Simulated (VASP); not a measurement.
# TiCo (Pm-3m) in VASP: a series of runs, part 2 of 3

VASP 6.6.1.

## 4. Electric field gradients, PBEsol, collinear spin, ferrimagnetic start

This run uses another cell than the first one, of 13.31 Å³/atom.

The input, INCAR:

```
SYSTEM = TiCo
PREC = Accurate
ENCUT = 520
EDIFF = 1E-8
ISMEAR = -1
SIGMA = 0.03
LREAL = .False.
LASPH = .True.
NELM = 150
ALGO = Normal
ISIF = 2
LWAVE = .False.
LCHARG = .False.
ISPIN = 2
MAGMOM = -1 2
LORBIT = 11
LMAXMIX = 4
GGA = PS
LEFG = .True.
NBANDS = 22
```

The input, KPOINTS:

```
Automatic mesh
0
Gamma
  11 11 11
  0 0 0
```

The input, POSCAR:

```
TiCo
1.0
    2.9861109900      0.0000000000      0.0000000000
    0.0000000000      2.9861109900      0.0000000000
    0.0000000000      0.0000000000      2.9861109900
Ti Co
1 1
Direct
    0.0000000000      0.0000000000      0.0000000000
    0.5000000000      0.5000000000      0.5000000000
```

Potentials or basis: VASP PAW PBE potentials, release 64 (Ti_sv, Co).

Launch:

```sh
$ cat potpaw_PBE.64/Ti_sv/POTCAR potpaw_PBE.64/Co/POTCAR > POTCAR
$ mpirun -np 1 vasp_std > vasp.out
```

OUTCAR:

```text
SYSTEM = TiCo
   PREC = Accurate
   ENCUT = 520
   EDIFF = 1E-8
   ISMEAR = -1
   LREAL = .False.
   LASPH = .True.
   NELM = 150
   ISIF = 2
   ISPIN = 2
   LORBIT = 11
   GGA = PS

 ion  position               nearest neighbor table
   1  0.000  0.000  0.000-   2 2.59   2 2.59   2 2.59   2 2.59   2 2.59   2 2.59   2 2.59   2 2.59

   2  0.500  0.500  0.500-   1 2.59   1 2.59   1 2.59   1 2.59   1 2.59   1 2.59   1 2.59   1 2.59

  LATTYP: Found a simple cubic cell.
 ALAT       =     2.9861109900

  Lattice vectors:

 A1 = (   2.9861109900,   0.0000000000,   0.0000000000)
 A2 = (   0.0000000000,   2.9861109900,   0.0000000000)
 A3 = (   0.0000000000,   0.0000000000,   2.9861109900)

Analysis of symmetry for initial positions (statically):
=====================================================================
 Subroutine PRICEL returns:
 Original cell was already a primitive cell.

 Routine SETGRP: Setting up the symmetry group for a
 simple cubic supercell.

 Subroutine GETGRP returns: Found 48 space group operations
 (whereof 48 operations were pure point group operations)
 out of a pool of 48 trial point group operations.

The static configuration has the point symmetry O_h .

Analysis of symmetry for dynamics (positions and initial velocities):
=====================================================================
 Subroutine PRICEL returns:
 Original cell was already a primitive cell.

 Routine SETGRP: Setting up the symmetry group for a
[... 1387 lines left out ...]
  --------------------------------------------------------------------------------------
  -------------------------------------------------------------------------------------
  Total       -1.2974884     -1.2974884     -1.2974884     -0.0000000     -0.0000000      0.0000000
  in kB      -78.0721645    -78.0721645    -78.0721645     -0.0000000     -0.0000000      0.0000000
  external PRESSURE =     -78.0721645 kB  Pullay stress =       0.0000000 kB

 VOLUME and BASIS-vectors are now :
 -----------------------------------------------------------------------------
  energy-cutoff  :      520.00
  volume of cell :       26.63
      direct lattice vectors                 reciprocal lattice vectors
     2.986110990  0.000000000  0.000000000     0.334883735  0.000000000  0.000000000
     0.000000000  2.986110990  0.000000000     0.000000000  0.334883735  0.000000000
     0.000000000  0.000000000  2.986110990     0.000000000  0.000000000  0.334883735

 POSITION                                       TOTAL-FORCE (eV/Angst)
 -----------------------------------------------------------------------------------
      0.00000      0.00000      0.00000         0.000000      0.000000      0.000000
      1.49306      1.49306      1.49306         0.000000      0.000000      0.000000
 -----------------------------------------------------------------------------------
    total drift:                                0.000000      0.000000     -0.000000

  FREE ENERGIE OF THE ION-ELECTRON SYSTEM (eV)
  ---------------------------------------------------
  free  energy   TOTEN  =       -16.8666822882 eV

  energy  without entropy=      -16.8590239674  energy(sigma->0) =      -16.86285313

 Electric field gradients (V/A^2)
---------------------------------------------------------------------
 ion       V_xx      V_yy      V_zz      V_xy      V_xz      V_yz
---------------------------------------------------------------------
   1      -0.000    -0.000     0.000     0.000     0.000     0.000
   2      -0.000    -0.000    -0.000    -0.000    -0.000    -0.000
---------------------------------------------------------------------

 Electric field gradients after diagonalization (V/A^2)
 (convention: |V_zz| > |V_xx| > |V_yy|)
----------------------------------------------------------------------
 ion       V_xx      V_yy      V_zz     asymmetry (V_yy - V_xx)/ V_zz
----------------------------------------------------------------------
   1      -0.000    -0.000     0.000       0.215
   2      -0.000    -0.000    -0.000      -0.030
----------------------------------------------------------------------

           NMR quadrupolar parameters

 Cq : quadrupolar parameter    Cq=e*Q*V_zz/h
 eta: asymmetry parameters     (V_yy - V_xx)/ V_zz
 Q  : nuclear electric quadrupole moment in mb (millibarn)
----------------------------------------------------------------------
 ion       Cq(MHz)       eta       Q (mb)
----------------------------------------------------------------------
   1       0.000       0.215       1.000
   2      -0.000      -0.030       1.000
----------------------------------------------------------------------

 total charge

# of ion       s       p       d       tot
------------------------------------------
    1        2.249   6.181   1.857  10.287
    2        0.526   0.458   7.306   8.289
--------------------------------------------------
tot          2.775   6.639   9.162  18.576

 magnetization (x)

# of ion       s       p       d       tot
------------------------------------------
    1       -0.002  -0.011  -0.007  -0.020
    2        0.027  -0.002   0.858   0.883
--------------------------------------------------
tot          0.026  -0.014   0.851   0.863
```

OSZICAR:

```text
N       E                     dE             d eps       ncg     rms          rms(c)
DAV:   1     0.164785311131E+03    0.16479E+03   -0.99512E+03  5032   0.124E+03
DAV:   2    -0.864831086473E+01   -0.17343E+03   -0.16473E+03  5048   0.304E+02
DAV:   3    -0.190101639409E+02   -0.10362E+02   -0.10186E+02  6018   0.793E+01
[... 13 lines left out ...]
DAV:  17    -0.168666815090E+02   -0.22547E-06   -0.24865E-05  6412   0.477E-02    0.672E-03
DAV:  18    -0.168666819994E+02   -0.49036E-06   -0.17972E-06  7182   0.118E-02    0.267E-03
DAV:  19    -0.168666822737E+02   -0.27430E-06   -0.64229E-07  7390   0.680E-03    0.189E-03
DAV:  20    -0.168666822864E+02   -0.12667E-07   -0.68213E-07  6648   0.718E-03    0.662E-04
DAV:  21    -0.168666822882E+02   -0.17994E-08   -0.42782E-08  5010   0.184E-03
   1 F= -.16866682E+02 E0= -.16862853E+02  d E =-.765832E-02  mag=     0.8250
```

Run time: 70 s. Hardware: 1 thread of Intel Xeon 8259CL, shared host; peak memory 0.19 GiB.

What came out:

| Item | Value |
| --- | --- |
| Free energy | -16.8667 eV |
| Pressure | -7.8 GPa |
| Net moment | 0.83 μB per cell |
| Site moments | Ti -0.02; Co +0.88 μB |
| Largest electric field gradient by atom | zero within the noise of the run |
| Valence electrons inside the program's atomic spheres | Ti 10.29; Co 8.29 |

Caveat: the cell stands under tension; the PAW data sets were made with another functional, which shifts forces and pressure a little.

## 5. Electric field gradients, PBEsol, collinear spin, ferrimagnetic start (13.58 Å³/atom)

This run uses another cell than the first one, of 13.58 Å³/atom.

The input, INCAR:

```
PREC     = Accurate       # precision mode
ENCUT    = 520            # plane-wave cutoff, eV
EDIFF    = 1E-8           # SCF threshold, eV
ISMEAR   = -1             # smearing method
SIGMA    = 0.03           # smearing width, eV
LREAL    = F              # projectors in reciprocal space
LASPH    = T              # aspherical terms in the spheres
NELM     = 150            # most SCF steps
ALGO     = Normal         # electronic algorithm
ISIF     = 2              # what is computed and relaxed
LWAVE    = F              # write WAVECAR
LCHARG   = F              # write CHGCAR
ISPIN    = 2              # spin polarisation
MAGMOM   = -1 2           # initial moments
LORBIT   = 11             # projections on sites
LMAXMIX  = 4              # l up to which the mixer works
GGA      = PS             # functional
LEFG     = T            
NBANDS   = 22             # bands
```

The input, KPOINTS:

```
Automatic mesh
0
Gamma
  11 11 11
```

The input, POSCAR:

```
TiCo
1.0
    3.0058871358      0.0000000000      0.0000000000
    0.0000000000      3.0058871358      0.0000000000
    0.0000000000      0.0000000000      3.0058871358
Ti Co
1 1
Direct
    0.0000000000      0.0000000000      0.0000000000
    0.5000000000      0.5000000000      0.5000000000
```

Potentials or basis: VASP PAW PBE potentials, release 64 (Ti_sv, Co).

Launch:

```sh
$ cat potpaw_PBE.64/Ti_sv/POTCAR potpaw_PBE.64/Co/POTCAR > POTCAR
$ mpirun -np 1 vasp_std > vasp.out
```

OUTCAR:

```text
PREC = Accurate
   ENCUT = 520
   EDIFF = 1E-8
   ISMEAR = -1
   LREAL = F
   LASPH = T
   NELM = 150
   ISIF = 2
   ISPIN = 2
   LORBIT = 11
   GGA = PS

 ion  position               nearest neighbor table
   1  0.000  0.000  0.000-   2 2.60   2 2.60   2 2.60   2 2.60   2 2.60   2 2.60   2 2.60   2 2.60

   2  0.500  0.500  0.500-   1 2.60   1 2.60   1 2.60   1 2.60   1 2.60   1 2.60   1 2.60   1 2.60

  LATTYP: Found a simple cubic cell.
 ALAT       =     3.0058871358

  Lattice vectors:

 A1 = (   3.0058871358,   0.0000000000,   0.0000000000)
 A2 = (   0.0000000000,   3.0058871358,   0.0000000000)
 A3 = (   0.0000000000,   0.0000000000,   3.0058871358)

Analysis of symmetry for initial positions (statically):
=====================================================================
 Subroutine PRICEL returns:
 Original cell was already a primitive cell.

 Routine SETGRP: Setting up the symmetry group for a
 simple cubic supercell.

 Subroutine GETGRP returns: Found 48 space group operations
 (whereof 48 operations were pure point group operations)
 out of a pool of 48 trial point group operations.

The static configuration has the point symmetry O_h .

Analysis of symmetry for dynamics (positions and initial velocities):
=====================================================================
 Subroutine PRICEL returns:
 Original cell was already a primitive cell.

 Routine SETGRP: Setting up the symmetry group for a
 simple cubic supercell.

 Subroutine GETGRP returns: Found 48 space group operations
 (whereof 48 operations were pure point group operations)
 out of a pool of 48 trial point group operations.

The dynamic configuration has the point symmetry O_h .

Analysis of structural, dynamic, and magnetic symmetry:
=====================================================================
 Subroutine PRICEL returns:
 Original cell was already a primitive cell.

 Routine SETGRP: Setting up the symmetry group for a
 simple cubic supercell.

 Subroutine GETGRP returns: Found 48 space group operations
 (whereof 48 operations were pure point group operations)
 out of a pool of 48 trial point group operations.

The overall configuration has the point symmetry O_h .

 Subroutine INISYM returns: Found 48 space group operations
 (whereof 48 operations are pure point group operations),
 and found     1 'primitive' translations

----------------------------------------------------------------------------------------

                                     Primitive cell

  volume of cell :      27.1593

  direct lattice vectors                    reciprocal lattice vectors
     3.005887136  0.000000000  0.000000000     0.332680488  0.000000000  0.000000000
     0.000000000  3.005887136  0.000000000     0.000000000  0.332680488  0.000000000
     0.000000000  0.000000000  3.005887136     0.000000000  0.000000000  0.332680488

  length of vectors
     3.005887136  3.005887136  3.005887136     0.332680488  0.332680488  0.332680488

  position of ions in fractional coordinates (direct lattice)
[... 109 lines left out ...]
   LRPA    =     F    only Hartree local field effects (RPA)
 spin polarized calculation
  energy-cutoff  :      520.00
  volume of cell :       27.16
 maximum number of plane-waves:       740
 NGX is ok and might be reduce to    24
   NGX = 11   NGY = 11   NGZ = 11

 number of electron      20.9999988 magnetization       0.8725295

 Free energy of the ion-electron system (eV)
  ---------------------------------------------------
  ext. energy  EPLUGINS =         0.00000000
  ---------------------------------------------------
  free energy    TOTEN  =       -16.83648147 eV

  energy without entropy =      -16.83017280  energy(sigma->0) =      -16.83332714

 E-fermi :   9.5005     XC(G=0): -12.6271

 val. band max:        9.4925507697   @ k =   0.3636   0.1818   0.1818
 cond. band min:       9.5070865495   @ k =   0.4545   0.3636   0.1818
 fundamental gap:      0.0145357798
 Fermi energy:         9.5004860342

 spin component 1

 k-point     1 :       0.0000    0.0000    0.0000
  band No.  band energies     occupation
      1     -47.4273      1.00000
      2     -23.6237      1.00000
      3     -23.6237      1.00000
      4     -23.6237      1.00000
      5       1.8919      1.00000
      6       5.4490      1.00000
[... 589 lines left out ...]
     21      27.4742      0.00000
     22      27.6358      0.00000

 [... further k-points ...]

 spin component 2

 k-point     1 :       0.0000    0.0000    0.0000
  band No.  band energies     occupation
      1     -47.4449      1.00000
      2     -23.6428      1.00000
      3     -23.6428      1.00000
      4     -23.6428      1.00000
      5       1.9043      1.00000
      6       6.0877      1.00000
[... 589 lines left out ...]
     21      27.4371      0.00000
     22      27.6565      0.00000

 [... further k-points ...]

------------------------ aborting loop because EDIFF is reached ----------------------------------------

  FORCE on cell =-STRESS in cart. coord.  units (eV):
  Direction    XX          YY          ZZ          XY          YZ          ZX
  --------------------------------------------------------------------------------------
  -------------------------------------------------------------------------------------
  Total       -1.7722987     -1.7722987     -1.7722987      0.0000000      0.0000000      0.0000000
  in kB     -104.5513158   -104.5513158   -104.5513158      0.0000000      0.0000000      0.0000000
  external PRESSURE =    -104.5513158 kB  Pullay stress =       0.0000000 kB

 VOLUME and BASIS-vectors are now :
 -----------------------------------------------------------------------------
  energy-cutoff  :      520.00
  volume of cell :       27.16
      direct lattice vectors                 reciprocal lattice vectors
     3.005887136  0.000000000  0.000000000     0.332680488  0.000000000  0.000000000
     0.000000000  3.005887136  0.000000000     0.000000000  0.332680488  0.000000000
     0.000000000  0.000000000  3.005887136     0.000000000  0.000000000  0.332680488

 POSITION                                       TOTAL-FORCE (eV/Angst)
 -----------------------------------------------------------------------------------
      0.00000      0.00000      0.00000         0.000000      0.000000      0.000000
      1.50294      1.50294      1.50294         0.000000      0.000000      0.000000
 -----------------------------------------------------------------------------------
    total drift:                                0.000000      0.000000     -0.000000

  FREE ENERGIE OF THE ION-ELECTRON SYSTEM (eV)
  ---------------------------------------------------
  free  energy   TOTEN  =       -16.8364814661 eV

  energy  without entropy=      -16.8301728049  energy(sigma->0) =      -16.83332714

 Electric field gradients (V/A^2)
---------------------------------------------------------------------
 ion       V_xx      V_yy      V_zz      V_xy      V_xz      V_yz
---------------------------------------------------------------------
   1      -0.000    -0.000    -0.000    -0.000     0.000     0.000
   2       0.000     0.000    -0.000     0.000    -0.000    -0.000
---------------------------------------------------------------------

 Electric field gradients after diagonalization (V/A^2)
 (convention: |V_zz| > |V_xx| > |V_yy|)
----------------------------------------------------------------------
 ion       V_xx      V_yy      V_zz     asymmetry (V_yy - V_xx)/ V_zz
----------------------------------------------------------------------
   1      -0.000    -0.000    -0.000      -0.250
   2       0.000    -0.000     0.000      -1.601
----------------------------------------------------------------------

           NMR quadrupolar parameters

 Cq : quadrupolar parameter    Cq=e*Q*V_zz/h
 eta: asymmetry parameters     (V_yy - V_xx)/ V_zz
 Q  : nuclear electric quadrupole moment in mb (millibarn)
----------------------------------------------------------------------
 ion       Cq(MHz)       eta       Q (mb)
----------------------------------------------------------------------
   1      -0.000      -0.250       1.000
   2       0.000      -1.601       1.000
----------------------------------------------------------------------

 total charge

# of ion       s       p       d       tot
------------------------------------------
    1        2.245   6.175   1.840  10.259
    2        0.519   0.447   7.289   8.255
--------------------------------------------------
tot          2.764   6.622   9.129  18.515

 magnetization (x)

# of ion       s       p       d       tot
------------------------------------------
    1       -0.002  -0.012  -0.022  -0.036
    2        0.029  -0.003   0.929   0.955
--------------------------------------------------
tot          0.027  -0.015   0.907   0.918
```

Run time: 72 s. Hardware: 1 thread of Intel Xeon 8259CL, shared host; peak memory 0.19 GiB.

Results:

| Item | Value |
| --- | --- |
| Free energy | -16.8365 eV |
| Pressure | -10.5 GPa |
| Net moment | 0.87 μB per cell |
| Site moments | Ti -0.04; Co +0.95 μB |
| Largest electric field gradient by atom | zero within the noise of the run |
| Valence electrons inside the program's atomic spheres | Ti 10.26; Co 8.26 |

Caveat: the cell stands under tension; the PAW data sets were made with another functional, which shifts forces and pressure a little.

[end of part 2 of 3]
